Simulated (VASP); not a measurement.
Here is a VASP 6.6.1 calculation.

File INCAR:

```
SYSTEM = Al3Cu
PREC = Accurate
ENCUT = 520
EDIFF = 1E-7
ISMEAR = 0
SIGMA = 0.15
LREAL = .FALSE.
LASPH = .TRUE.
NELM = 60
ALGO = Fast
ISIF = 2
LWAVE = .FALSE.
LCHARG = .TRUE.
GGA = PS
LELF = .TRUE.
LVHAR = .TRUE.
NBANDS = 18
```

Contents of KPOINTS:

```
regular mesh
0
G
  12 12 12
  0 0 0
```

File POSCAR:

```
Al3Cu
1.0
    3.6004272446      0.0000000000      0.0000000000
    0.0000000000      3.8923537780      0.0000000000
    0.0000000000      0.0000000000      3.8923537780
Al Cu
3 1
Direct
    0.0000000000      0.5000000000      0.5000000000
    0.5000000000      0.0000000000      0.5000000000
    0.5000000000      0.5000000000      0.0000000000
    0.0000000000      0.0000000000      0.0000000000
```

Potentials or basis: VASP PAW PBE potentials, release 64 (Al, Cu).

Launch:

```sh
$ cat potpaw_PBE.64/Al/POTCAR potpaw_PBE.64/Cu/POTCAR > POTCAR
$ mpirun -np 1 vasp_std > vasp.out
```

Q: What does it give for the band gap on the k mesh?

A: Zero (bands 10 and 11 overlap by 4.03 eV).

Q: What does it give for the pressure?

A: 9.7 GPa.

Stress tensor (GPa, compression positive):
```
15.61  0.00  0.00
 0.00  6.77  0.00
 0.00  0.00  6.77
```

Caveat: the cell differs from its parent crystal (strain -0.0750 x Voigt [1, 0, 0, 0, 0, 0]); the cell stands under pressure; the PAW data sets were made with another functional, which shifts forces and pressure a little.
